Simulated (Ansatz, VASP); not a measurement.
One calculation of Al4Si, two programs

```xyz
5
Lattice="2.8575 0.0000 0.0000 0.0000 2.8575 0.0000 0.0000 0.0000 24.0822" Properties=species:S:1:pos:R:3 pbc="T T T"
Al    0.0000    0.0000    7.9271
Al    1.4287    1.4287    9.9801
Al    1.4287    1.4287   14.1021
Al    0.0000    0.0000   16.1551
Si    0.0000    0.0000   12.0411
```

Alike in both runs: task single point; functional PBE; k mesh 14 × 14 × 1; occupations fermi-dirac, width 0.08 eV; no spin polarisation.

|  | VASP | Ansatz |
| --- | --- | --- |
| version | VASP 6.6.1 | Ansatz 0.2.0 |
| potentials or method | VASP PAW PBE potentials, release 64 (Al, Si) | PAW with Ansatz's default frozen-core files, scalar-relativistic |
| plane-wave cutoff (eV) | 520 | 420 |
| valence electrons in the cell | 16 | 16 |

|  | VASP | Ansatz | Ansatz less VASP |
| --- | --- | --- | --- |
| rms of the force components (eV/Å) | 0.100 | 0.100 | -0.0005 |

The functional is the same, so the differences come from potentials, cutoffs and numerics.
